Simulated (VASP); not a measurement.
# TePb (CsCl type) (Pm-3m) in VASP: a series of runs, part 2 of 2

VASP 6.6.1. The steps go on from the part before.

### Step 3. Single point, PBE (volume scaled by 0.72)

INCAR reads:

```
PREC = Accurate
ENCUT = 520
EDIFF = 1E-6
ISMEAR = -1
SIGMA = 0.1
LREAL = F
LASPH = T
NELM = 100
ALGO = Normal
ISIF = 2
LWAVE = F
LCHARG = F
GGA = PE
NBANDS = 17
```

KPOINTS reads:

```
Automatic mesh
0
Gamma
  11 11 11
```

POSCAR reads:

```
TePb
1.0
    3.5817044706      0.0000000000      0.0000000000
    0.0000000000      3.5817044706      0.0000000000
    0.0000000000      0.0000000000      3.5817044706
Pb Te
1 1
Direct
    0.0000000000      0.0000000000      0.0000000000
    0.5000000000      0.5000000000      0.5000000000
```

Potentials or basis: VASP PAW PBE potentials, release 64 (Pb_d, Te).

On the command line:

```console
$ cat potpaw_PBE.64/Pb_d/POTCAR potpaw_PBE.64/Te/POTCAR > POTCAR
$ mpirun -np 1 vasp_std > vasp.out
```

Run time: 19 s. Hardware: 1 thread of AMD EPYC 9R45 (Zen 5), shared host; peak memory 0.16 GiB.

It converged, with:

| Item | Value |
| --- | --- |
| Free energy | -5.9528 eV |
| Pressure | 27.4 GPa |
| Band gap on the k mesh | zero (band 10 reaches 11.59 eV, above the bottom of band 11 at 8.92 eV) |

Levels at points of the mesh, in eV from the Fermi level:
```
           k point  band 6  band 7  band 8  band 9  band 10  band 11  band 12  band 13  band 14  band 15
(0.00, 0.00, 0.00)  -14.87   -5.52   -2.46   -2.46    -2.46     3.47     3.47     7.82     7.82     7.82
```

Caveat: spin-orbit coupling is left out, which moves the levels of the heavy elements.

### Step 4. Single point, PBE (volume scaled by 0.8)

INCAR reads:

```
SYSTEM = TePb
  PREC = Accurate
  ENCUT = 520
  EDIFF = 1E-6
  ISMEAR = -1
  SIGMA = 0.1
  LREAL = .FALSE.
  LASPH = .TRUE.
  NELM = 100
  ALGO = Normal
  ISIF = 2
  LWAVE = .FALSE.
  LCHARG = .FALSE.
  GGA = PE
  NBANDS = 17
```

KPOINTS reads:

```
regular mesh
0
G
  11 11 11
  0 0 0
```

POSCAR reads:

```
TePb
1.0
    3.7097295192      0.0000000000      0.0000000000
    0.0000000000      3.7097295192      0.0000000000
    0.0000000000      0.0000000000      3.7097295192
Pb Te
1 1
Direct
    0.0000000000      0.0000000000      0.0000000000
    0.5000000000      0.5000000000      0.5000000000
```

On the command line:

```console
$ cat potpaw_PBE.64/Pb_d/POTCAR potpaw_PBE.64/Te/POTCAR > POTCAR
$ mpirun -np 1 vasp_std > vasp.out
```

Wall time 17 s (1 thread of AMD EPYC 9R45 (Zen 5), shared host); peak memory 0.16 GiB.

The run converged. Its results:

- Free energy: -6.6063 eV
- Pressure: 14.6 GPa
- Band gap on the k mesh: zero (band 10 reaches 9.68 eV, above the bottom of band 11 at 7.74 eV)

Levels at points of the mesh, in eV from the Fermi level:
| k point | band 6 | band 7 | band 8 | band 9 | band 10 | band 11 | band 12 | band 13 | band 14 | band 15 |
| --- | --- | --- | --- | --- | --- | --- | --- | --- | --- | --- |
| (0.00, 0.00, 0.00) | -13.84 | -5.92 | -2.09 | -2.09 | -2.09 | 3.71 | 3.71 | 6.97 | 6.97 | 6.97 |

Caveat: spin-orbit coupling is left out, which moves the levels of the heavy elements.

### Step 5. Single point, PBE (volume scaled by 0.8)

INCAR reads:

```
PREC     = Accurate       # precision mode
ENCUT    = 520            # plane-wave cutoff, eV
EDIFF    = 1E-6           # SCF threshold, eV
ISMEAR   = -1             # smearing method
SIGMA    = 0.1            # smearing width, eV
LREAL    = False          # projectors in reciprocal space
LASPH    = True           # aspherical terms in the spheres
NELM     = 100            # most SCF steps
ALGO     = Normal         # electronic algorithm
ISIF     = 2              # what is computed and relaxed
LWAVE    = False          # write WAVECAR
LCHARG   = False          # write CHGCAR
GGA      = PE             # functional
NBANDS   = 17             # bands
```

KPOINTS reads:

```
Automatic mesh
0
Gamma
  11 11 11
```

POSCAR is that of step 4.

On the command line:

```console
$ cat potpaw_PBE.64/Pb_d/POTCAR potpaw_PBE.64/Te/POTCAR > POTCAR
$ mpirun -np 1 vasp_std > vasp.out
```

Wall time 17 s (1 thread of AMD EPYC 9R45 (Zen 5), shared host); peak memory 0.16 GiB.

The run converged. Its results:

```
Free energy            : -6.6063 eV
Pressure               : 14.6 GPa
Band gap on the k mesh : zero (band 10 reaches 9.68 eV, above the bottom of band 11 at 7.74 eV)
```

Levels at points of the mesh, in eV from the Fermi level:
| k point | band 7 | band 8 | band 9 | band 10 | band 11 | band 12 | band 13 | band 14 |
| --- | --- | --- | --- | --- | --- | --- | --- | --- |
| (0.00, 0.00, 0.00) | -5.92 | -2.09 | -2.09 | -2.09 | 3.71 | 3.71 | 6.97 | 6.97 |

Caveat: spin-orbit coupling is left out, which moves the levels of the heavy elements.

### Step 6. Single point, PBE (volume scaled by 0.88)

INCAR reads:

```
PREC = Accurate
ENCUT = 520
EDIFF = 1E-6
ISMEAR = -1
SIGMA = 0.1
LREAL = False
LASPH = True
NELM = 60
ALGO = Normal
ISIF = 2
LWAVE = False
LCHARG = False
GGA = PE
NBANDS = 17
```

KPOINTS is that of step 5.

POSCAR reads:

```
TePb
1.0
    3.8294800164      0.0000000000      0.0000000000
    0.0000000000      3.8294800164      0.0000000000
    0.0000000000      0.0000000000      3.8294800164
Pb Te
1 1
Direct
    0.0000000000      0.0000000000      0.0000000000
    0.5000000000      0.5000000000      0.5000000000
```

Potentials or basis: VASP PAW PBE potentials, release 64 (Pb_d, Te).

On the command line:

```console
$ cat potpaw_PBE.64/Pb_d/POTCAR potpaw_PBE.64/Te/POTCAR > POTCAR
$ mpirun -np 1 vasp_std > vasp.out
```

OUTCAR:

```text
PREC = Accurate
   ENCUT = 520
   EDIFF = 1E-6
   ISMEAR = -1
   LREAL = False
   LASPH = True
   NELM = 60
   ISIF = 2
   GGA = PE

 ion  position               nearest neighbor table
   1  0.000  0.000  0.000-   2 3.32   2 3.32   2 3.32   2 3.32   2 3.32   2 3.32   2 3.32   2 3.32

   2  0.500  0.500  0.500-   1 3.32   1 3.32   1 3.32   1 3.32   1 3.32   1 3.32   1 3.32   1 3.32

  LATTYP: Found a simple cubic cell.
 ALAT       =     3.8294800164

  Lattice vectors:

 A1 = (   3.8294800164,   0.0000000000,   0.0000000000)
 A2 = (   0.0000000000,   3.8294800164,   0.0000000000)
 A3 = (   0.0000000000,   0.0000000000,   3.8294800164)

Analysis of symmetry for initial positions (statically):
=====================================================================
 Subroutine PRICEL returns:
 Original cell was already a primitive cell.

 Routine SETGRP: Setting up the symmetry group for a
 simple cubic supercell.

 Subroutine GETGRP returns: Found 48 space group operations
[... 155 lines left out ...]

 Free energy of the ion-electron system (eV)
  ---------------------------------------------------
  ext. energy  EPLUGINS =         0.00000000
  ---------------------------------------------------
  free energy    TOTEN  =        -6.93861941 eV

  energy without entropy =       -6.89568772  energy(sigma->0) =       -6.91715357

 E-fermi :   7.9103     XC(G=0): -10.3065

 val. band max:        7.8716024203   @ k =   0.4545   0.1818   0.0000
 cond. band min:       7.9441684497   @ k =   0.2727   0.0909   0.0909
 fundamental gap:      0.0725660294
 Fermi energy:         7.9103397058

 k-point     1 :       0.0000    0.0000    0.0000
  band No.  band energies     occupation
      1      -9.1358      2.00000
      2      -9.1358      2.00000
      3      -9.0102      2.00000
      4      -9.0102      2.00000
      5      -9.0102      2.00000
      6      -5.1224      2.00000
[... 457 lines left out ...]
      4      -9.0386      2.00000
      5      -9.0149      2.00000
      6      -4.2866      2.00000
[... 9 lines left out ...]
     16      17.2233      0.00000
     17      17.2951      0.00000

 [... further k-points ...]
[... 5 lines left out ...]
  --------------------------------------------------------------------------------------
  -------------------------------------------------------------------------------------
  Total        2.3734923      2.3734923      2.3734923      0.0000000      0.0000000      0.0000000
  in kB       67.7140810     67.7140810     67.7140810      0.0000000      0.0000000      0.0000000
  external PRESSURE =      67.7140810 kB  Pullay stress =       0.0000000 kB

 VOLUME and BASIS-vectors are now :
 -----------------------------------------------------------------------------
  energy-cutoff  :      520.00
  volume of cell :       56.16
      direct lattice vectors                 reciprocal lattice vectors
     3.829480016  0.000000000  0.000000000     0.261132059  0.000000000  0.000000000
     0.000000000  3.829480016  0.000000000     0.000000000  0.261132059  0.000000000
     0.000000000  0.000000000  3.829480016     0.000000000  0.000000000  0.261132059

 POSITION                                       TOTAL-FORCE (eV/Angst)
 -----------------------------------------------------------------------------------
      0.00000      0.00000      0.00000         0.000000      0.000000      0.000000
      1.91474      1.91474      1.91474         0.000000      0.000000      0.000000
 -----------------------------------------------------------------------------------
    total drift:                               -0.000000      0.000000     -0.000000

  FREE ENERGIE OF THE ION-ELECTRON SYSTEM (eV)
  ---------------------------------------------------
  free  energy   TOTEN  =        -6.9386194077 eV

  energy  without entropy=       -6.8956877236  energy(sigma->0) =       -6.91715357
```

Wall time 19 s (1 thread of AMD EPYC 9R45 (Zen 5), shared host); peak memory 0.16 GiB.

Results:

| Item | Value |
| --- | --- |
| Free energy | -6.9386 eV |
| Pressure | 6.8 GPa |
| Band gap on the k mesh | zero (band 10 reaches 8.22 eV, above the bottom of band 11 at 6.76 eV) |

Caveat: spin-orbit coupling is left out, which moves the levels of the heavy elements.

### Step 7. Overview

| cell | gap on the mesh (eV) | pressure (GPa) |
| --- | --- | --- |
| a = 3.582 Å, 2 atoms | none | 27.4 |
| a = 3.710 Å, 2 atoms | none | 14.6 |
| a = 3.829 Å, 2 atoms | none | 6.8 |

Alike in all rows: task single point; level PBE; potentials or basis VASP PAW PBE potentials, release 64 (Pb_d, Te); no spin polarisation; k mesh 11 × 11 × 11; cutoff (eV) 520; smearing fermi-dirac 0.1 eV.

Caveats: spin-orbit coupling is left out, which moves the levels of the heavy elements.

Absolute energies hang on the potentials; compare differences alone.
